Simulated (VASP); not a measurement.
# SrBeAsO (P4/nmm) in VASP: single point with PBE

Aim: the single point of SrBeAsO with PBE.

Everything below comes from runs of VASP 6.6.1. Logs are shortened: lines on timing, memory, paths and dates and some standing lists are left out, and cuts for length are marked.

## (1) The cell of the first run

The structure is tetragonal, space group P4/nmm (No. 129). The conventional cell has a = 3.943 Å, b = 3.943 Å, c = 7.161 Å, α = 90.00°, β = 90.00°, γ = 90.00°. Within 3.2 Å of Sr (site symmetry 4mm) lie 4 O at 2.28 Å and 4 As at 3.07 Å and 4 Be at 3.14 Å. Within 3.0 Å of Be (site symmetry -4m2) lie 4 As at 2.28 Å and 4 Be at 2.79 Å. Within 3.2 Å of As (site symmetry 4mm) lie 4 Be at 2.28 Å and 4 Sr at 3.07 Å and 4 O at 3.13 Å. Within 3.0 Å of O (site symmetry -4m2) lie 4 Sr at 2.28 Å and 4 O at 2.79 Å.

## (2) Single point, PBE

Contents of INCAR:

```
PREC = Accurate
ENCUT = 520
EDIFF = 1E-6
ISMEAR = -1
SIGMA = 0.1
LREAL = False
LASPH = True
NELM = 100
ALGO = Normal
ISIF = 2
LWAVE = False
LCHARG = False
GGA = PE
NBANDS = 33
```

Contents of KPOINTS:

```
regular mesh
0
Gamma
  8 8 4
```

Contents of POSCAR:

```
SrBeAsO
1.0
    3.9428549966      0.0000000000      0.0000000000
    0.0000000000      3.9428549966      0.0000000000
    0.0000000000      0.0000000000      7.1611322058
Sr Be As O
2 2 2 2
Direct
    0.2500000000      0.2500000000      0.1590377131
    0.7500000000      0.7500000000      0.8409622869
    0.7500000000      0.2500000000      0.5000000000
    0.2500000000      0.7500000000      0.5000000000
    0.2500000000      0.2500000000      0.6607968064
    0.7500000000      0.7500000000      0.3392031936
    0.7500000000      0.2500000000      0.0000000000
    0.2500000000      0.7500000000      0.0000000000
```

Potentials or basis: VASP PAW PBE potentials, release 64 (Sr_sv, Be, As, O).

Started as:

```console
$ cat potpaw_PBE.64/Sr_sv/POTCAR potpaw_PBE.64/Be/POTCAR potpaw_PBE.64/As/POTCAR potpaw_PBE.64/O/POTCAR > POTCAR
$ mpirun -np 1 vasp_std > vasp.out
```

OUTCAR:

```text
PREC = Accurate
   ENCUT = 520
   EDIFF = 1E-6
   ISMEAR = -1
   LREAL = False
   LASPH = True
   NELM = 100
   ISIF = 2
   GGA = PE

 ion  position               nearest neighbor table
   1  0.250  0.250  0.159-   7 2.28   8 2.28   8 2.28   7 2.28   6 3.07   6 3.07   6 3.07   6 3.07
                             3 3.14   4 3.14   4 3.14   3 3.14   5 3.57   5 3.59   2 3.60   2 3.60
   2  0.750  0.750  0.841-   7 2.28   8 2.28   7 2.28   8 2.28   5 3.07   5 3.07   5 3.07   5 3.07
                             4 3.14   3 3.14   4 3.14   3 3.14   6 3.57   6 3.59   1 3.60   1 3.60
   3  0.750  0.250  0.500-   5 2.28   6 2.28   6 2.28   5 2.28   2 3.14   1 3.14   1 3.14   2 3.14

   4  0.250  0.750  0.500-   5 2.28   6 2.28   5 2.28   6 2.28   1 3.14   1 3.14   2 3.14   2 3.14

   5  0.250  0.250  0.661-   3 2.28   4 2.28   4 2.28   3 2.28   2 3.07   2 3.07   2 3.07   2 3.07
                             1 3.57   1 3.59
   6  0.750  0.750  0.339-   3 2.28   4 2.28   3 2.28   4 2.28   1 3.07   1 3.07   1 3.07   1 3.07
                             2 3.57   2 3.59
   7  0.750  0.250  0.000-   1 2.28   2 2.28   2 2.28   1 2.28
   8  0.250  0.750  0.000-   1 2.28   2 2.28   1 2.28   2 2.28

  LATTYP: Found a simple tetragonal cell.
 ALAT       =     3.9428549966
 C/A-ratio  =     1.8162301713

  Lattice vectors:

 A1 = (   3.9428549966,   0.0000000000,   0.0000000000)
 A2 = (   0.0000000000,   3.9428549966,   0.0000000000)
 A3 = (   0.0000000000,   0.0000000000,   7.1611322058)

Analysis of symmetry for initial positions (statically):
=====================================================================
 Subroutine PRICEL returns:
 Original cell was already a primitive cell.

 Routine SETGRP: Setting up the symmetry group for a
 simple tetragonal supercell.

 Subroutine GETGRP returns: Found 16 space group operations
 (whereof  4 operations were pure point group operations)
 out of a pool of 16 trial point group operations.

The static configuration has the point symmetry C_2h.
 The point group associated with its full space group is D_4h.

Analysis of symmetry for dynamics (positions and initial velocities):
=====================================================================
 Subroutine PRICEL returns:
 Original cell was already a primitive cell.

 Routine SETGRP: Setting up the symmetry group for a
 simple tetragonal supercell.

 Subroutine GETGRP returns: Found 16 space group operations
 (whereof  4 operations were pure point group operations)
 out of a pool of 16 trial point group operations.

The dynamic configuration has the point symmetry C_2h.
 The point group associated with its full space group is D_4h.

 Subroutine INISYM returns: Found 16 space group operations
 (whereof  4 operations are pure point group operations),
 and found     1 'primitive' translations

----------------------------------------------------------------------------------------

                                     Primitive cell

  volume of cell :     111.3277

  direct lattice vectors                    reciprocal lattice vectors
     3.942854997  0.000000000  0.000000000     0.253623326  0.000000000  0.000000000
     0.000000000  3.942854997  0.000000000     0.000000000  0.253623326  0.000000000
     0.000000000  0.000000000  7.161132206     0.000000000  0.000000000  0.139642723

  length of vectors
     3.942854997  3.942854997  7.161132206     0.253623326  0.253623326  0.139642723

  position of ions in fractional coordinates (direct lattice)
     0.250000000  0.250000000  0.159037713
     0.750000000  0.750000000  0.840962287
     0.750000000  0.250000000  0.500000000
     0.250000000  0.750000000  0.500000000
     0.250000000  0.250000000  0.660796806
     0.750000000  0.750000000  0.339203194
     0.750000000  0.250000000  0.000000000
     0.250000000  0.750000000  0.000000000

  ion indices of the primitive-cell ions
   primitive index   ion index
                 1           1
                 2           2
                 3           3
                 4           4
                 5           5
                 6           6
                 7           7
                 8           8

----------------------------------------------------------------------------------------

 KPOINTS: regular mesh

Automatic generation of k-mesh.
 Grid dimensions read from file:
 generate k-points for:    8    8    4

 Generating k-lattice:

  Cartesian coordinates                     Fractional coordinates (reciprocal lattice)
     0.031702916  0.000000000  0.000000000     0.125000000  0.000000000  0.000000000
     0.000000000  0.031702916  0.000000000     0.000000000  0.125000000  0.000000000
     0.000000000  0.000000000  0.034910681     0.000000000  0.000000000  0.250000000

  Length of vectors
     0.031702916  0.031702916  0.034910681

  Shift w.r.t. Gamma in fractional coordinates (k-lattice)
     0.000000000  0.000000000  0.000000000

 Subroutine IBZKPT returns following result:
 ===========================================

 Found     45 irreducible k-points:

 Following reciprocal coordinates:
            Coordinates               Weight
  0.000000  0.000000  0.000000      1.000000
  0.125000  0.000000  0.000000      4.000000
  0.250000  0.000000  0.000000      4.000000
  0.375000  0.000000  0.000000      4.000000
  0.500000  0.000000  0.000000      2.000000
  0.125000  0.125000  0.000000      4.000000
[... 16 lines left out ...]
  0.375000  0.125000  0.250000     16.000000
  0.500000  0.125000  0.250000      8.000000
 [... further k-points ...]
   k-points           NKPTS =     45   k-points in BZ     NKDIM =     45   number of bands    NBANDS=     33
   number of dos      NEDOS =    301   number of ions     NIONS =      8
   total plane-waves  NPLWV =  48600
   dimension x,y,z NGX =    30 NGY =   30 NGZ =   54
   dimension x,y,z NGXF=    60 NGYF=   60 NGZF=  108
   ions per type =               2   2   2   2
   NGX,Y,Z   is equivalent  to a cutoff of  12.65, 12.65, 12.54 a.u.
   NGXF,Y,Z  is equivalent  to a cutoff of  25.30, 25.30, 25.07 a.u.
 SYSTEM =  unknown system
   PREC   = accura    normal or accurate (medium, high low for compatibility)
   ISTART =      0    job   : 0-new  1-cont  2-samecut
   ICHARG =      2    charge: 1-file 2-atom 10-const
   ISPIN  =      1    spin polarized calculation?
   LNONCOLLINEAR =      F non collinear calculations
   LSORBIT =      F    spin-orbit coupling
   LASPH  =      T    aspherical Exc in radial PAW
   ENCUT  =  520.0 eV  38.22 Ry    6.18 a.u.   7.33  7.33 13.31*2*pi/ulx,y,z
   NELM   =    100;   NELMIN=  2; NELMDL= -5     # of ELM steps
   EDIFF  = 0.1E-05   stopping-criterion for ELM
   LREAL  =      F    real-space projection
   EDIFFG = 0.1E-04   stopping-criterion for IOM
   NSW    =      0    number of steps for IOM
   IBRION =     -1    ionic relax: 0-MD 1-quasi-New 2-CG
   NFREE  =      0    steps in history (QN), initial steepest desc. (CG)
   ISIF   =      2    stress and relaxation
   ISYM   =      2    0-nonsym 1-usesym 2-fastsym
   POTIM  = 0.5000    time-step for ionic-motion
   TEBEG  =    0.0;   TEEND  =   0.0 temperature during run
   PSTRESS=    0.0 pullay stress
   NELECT =      46.0000    total number of electrons
   NUPDOWN=      -1.0000    fix difference up-down
   EMIN   =  10.00;   EMAX   =-10.00  energy-range for DOS
   EFERMI =   0.00;   METHOD = LEGACY
   ISMEAR =    -1;   SIGMA  =   0.10  broadening in eV -4-tet -1-fermi 0-gaus
   EFERMI_NEDOS =   21; number of points for ismear=-14 and -15
   IALGO  =     38    algorithm
   IMIX   =      4    mixing-type and parameters
     AMIX     =   0.40;   BMIX     =  1.00
     AMIX_MAG =   1.60;   BMIX_MAG =  1.00
  volume/ion in A,a.u.               =      13.92        93.91
  Fermi-wavevector in a.u.,A,eV,Ry     =   1.219344  2.304227 20.229148  1.486800
  Thomas-Fermi vector in A             =   2.354600
   LORBIT       =      0    0 simple, 1 ext, 2 COOP (PROOUT), +10 PAW based schemes
   GGA     = PE    functional components
   LHFCALC =     F    Hartree Fock is set to
   AEXX    =    0.0000 exact exchange contribution
   IVDW    =     0    specifies the selected vdW correction
   LEPSILON=     F    determine dielectric tensor
   LRPA    =     F    only Hartree local field effects (RPA)
 non-spin polarized calculation
  energy-cutoff  :      520.00
  volume of cell :      111.33
 maximum number of plane-waves:      3043
 NGX is ok and might be reduce to    30
   NGX = 15   NGY = 15   NGZ = 27

 number of electron      45.9999991 magnetization

 Free energy of the ion-electron system (eV)
  ---------------------------------------------------
  ext. energy  EPLUGINS =         0.00000000
  ---------------------------------------------------
  free energy    TOTEN  =       -36.68877511 eV

  energy without entropy =      -36.53433594  energy(sigma->0) =      -36.61155552

 E-fermi :   4.4292     XC(G=0): -10.8019

 val. band max:        4.4267341915   @ k =   0.3750   0.1250   0.0000
 cond. band min:       4.4322537923   @ k =   0.3750   0.1250   0.5000
 fundamental gap:      0.0055196007
 Fermi energy:         4.4292104346

 k-point     1 :       0.0000    0.0000    0.0000
  band No.  band energies     occupation
      1     -27.6043      2.00000
      2     -27.4457      2.00000
      3     -12.8923      2.00000
      4     -11.2751      2.00000
      5     -10.0004      2.00000
      6     -10.0004      2.00000
[... 25 lines left out ...]
     32      11.3749      0.00000
     33      11.3749      0.00000

 k-point     2 :       0.1250    0.0000    0.0000
  band No.  band energies     occupation
      1     -27.5934      2.00000
      2     -27.4468      2.00000
      3     -12.9114      2.00000
      4     -11.6011      2.00000
      5      -9.9771      2.00000
      6      -9.8883      2.00000
[... 25 lines left out ...]
     32      11.0939      0.00000
     33      11.4098      0.00000
[... 754 lines left out ...]
     32      12.4719      0.00000
     33      12.7132      0.00000

 k-point    24 :       0.5000    0.1250    0.2500
  band No.  band energies     occupation
      1     -27.4866      2.00000
      2     -27.4866      2.00000
      3     -12.9179      2.00000
      4     -12.9179      2.00000
      5      -9.9176      2.00000
      6      -9.9176      2.00000
[... 25 lines left out ...]
     32      12.3771      0.00000
     33      13.3082      0.00000

 [... further k-points ...]

------------------------ aborting loop because EDIFF is reached ----------------------------------------

  FORCE on cell =-STRESS in cart. coord.  units (eV):
  Direction    XX          YY          ZZ          XY          YZ          ZX
  --------------------------------------------------------------------------------------
  -------------------------------------------------------------------------------------
  Total       14.7302529     14.7302529     14.5426332      0.0000000      0.0000000     -0.0000000
  in kB      211.9910282    211.9910282    209.2908928      0.0000000      0.0000000     -0.0000000
  external PRESSURE =     211.0909831 kB  Pullay stress =       0.0000000 kB

 VOLUME and BASIS-vectors are now :
 -----------------------------------------------------------------------------
  energy-cutoff  :      520.00
  volume of cell :      111.33
      direct lattice vectors                 reciprocal lattice vectors
     3.942854997  0.000000000  0.000000000     0.253623326  0.000000000  0.000000000
     0.000000000  3.942854997  0.000000000     0.000000000  0.253623326  0.000000000
     0.000000000  0.000000000  7.161132206     0.000000000  0.000000000  0.139642723

 POSITION                                       TOTAL-FORCE (eV/Angst)
 -----------------------------------------------------------------------------------
      0.98571      0.98571      1.13889         0.000000      0.000000      0.155667
      2.95714      2.95714      6.02224        -0.000000     -0.000000     -0.155667
      2.95714      0.98571      3.58057        -0.000000     -0.000000      0.000000
      0.98571      2.95714      3.58057        -0.000000      0.000000      0.000000
      0.98571      0.98571      4.73205         0.000000     -0.000000      0.018927
      2.95714      2.95714      2.42908         0.000000      0.000000     -0.018927
      2.95714      0.98571      0.00000         0.000000     -0.000000      0.000000
      0.98571      2.95714      0.00000        -0.000000     -0.000000      0.000000
 -----------------------------------------------------------------------------------
    total drift:                                0.000000     -0.000000     -0.000000

  FREE ENERGIE OF THE ION-ELECTRON SYSTEM (eV)
  ---------------------------------------------------
  free  energy   TOTEN  =       -36.6887751096 eV

  energy  without entropy=      -36.5343359371  energy(sigma->0) =      -36.61155552
```

It took 2.6 min on 1 thread of Intel Xeon Platinum 8488C (Sapphire Rapids), shared host; peak memory 0.32 GiB.

Results:

* Free energy: -36.6888 eV
* Pressure: 21.1 GPa
* Largest force: 0.156 eV/Å
* Band gap on the k mesh: zero (bands 23 and 24 overlap by 1.03 eV)

Forces on the atoms (eV/Å):
```
Sr   0.000  0.000  0.156
Sr   0.000  0.000 -0.156
Be   0.000  0.000  0.000
Be   0.000  0.000  0.000
As   0.000  0.000  0.019
As   0.000  0.000 -0.019
O    0.000  0.000  0.000
O    0.000  0.000  0.000
```

Caveat: the cell stands under pressure.
